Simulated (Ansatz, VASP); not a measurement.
**Al: VASP beside Ansatz**

Contents of INCAR:

```
SYSTEM = Al
PREC     = Accurate       ! precision mode
ENCUT    = 520            ! plane-wave cutoff, eV
EDIFF    = 1E-7           ! SCF threshold, eV
ISMEAR   = 0              ! smearing method
SIGMA    = 0.15           ! smearing width, eV
LREAL    = .False.        ! projectors in reciprocal space
LASPH    = .True.         ! aspherical terms in the spheres
NELM     = 60             ! most SCF steps
ALGO     = Fast           ! electronic algorithm
ISIF     = 2              ! what is computed and relaxed
LWAVE    = .False.        ! write WAVECAR
LCHARG   = .False.        ! write CHGCAR
GGA      = PE             ! functional
IVDW     = 12             ! dispersion correction
NBANDS   = 10             ! bands
```

Contents of KPOINTS:

```
Automatic mesh
0
Gamma
  24 24 24
  0 0 0
```

The input POSCAR:

```
Al
1.0
    0.0000000000     -1.9913628294     -1.9913628294
   -1.9913628294      0.0000000000     -1.9913628294
    1.9913628294      1.9913628294     -3.9827256588
Al
2
Direct
    0.5043489081      0.5043489081      0.4869532756
   -0.0043489081     -0.0043489081      0.0130467244
```

Input for Ansatz:

```yaml
crystal:
  lattice:
    - [0.0, -1.9913628294, -1.9913628294]
    - [-1.9913628294, 0.0, -1.9913628294]
    - [1.9913628294, 1.9913628294, -3.9827256588]
  atoms:
    - { symbol: Al, position: [0.5043489081, 0.5043489081, 0.4869532756] }
    - { symbol: Al, position: [-0.0043489081, -0.0043489081, 0.0130467244] }
basis:
  ecutwfc: 420
kpoints:
  mp_grid: { grid: [24, 24, 24] }
hamiltonian:
  xc: pbe
  dispersion: d3bj
scf:
  occupations: { method: gaussian, width: 0.15 }
output:
  forces: true
  stress: true
  eigenvalues: true
```

Change from the starting cell: mode 6 (347.1 1/cm) frozen in, largest displacement -0.060 Å.

Alike in both runs: task single point; functional PBE; dispersion D3(BJ); k mesh 24 × 24 × 24; occupations gaussian, width 0.15 eV; no spin polarisation.

|  | VASP | Ansatz |
| --- | --- | --- |
| version | VASP 6.6.1 | Ansatz 0.2.0 |
| potentials or method | VASP PAW PBE potentials, release 64 (Al), cutoff 520 eV | scalar-relativistic, plane waves, PAW |
| valence electrons in the cell | 6 | 6 |

```tsv
	VASP	Ansatz	Ansatz less VASP
gap on the k mesh at the Fermi level (eV)	none	none	-
pressure (GPa)	0.6	0.6	+0.04
traceless stress, the component that is largest in VASP (GPa)	0.26	0.26	0.000
rms of the force components (eV/Å)	0.419	0.419	0.0000
```

Atom by atom the forces differ by 0.000 eV/Å (rms over components). A gap of «none» marks a metal or a gap that the smearing closes.
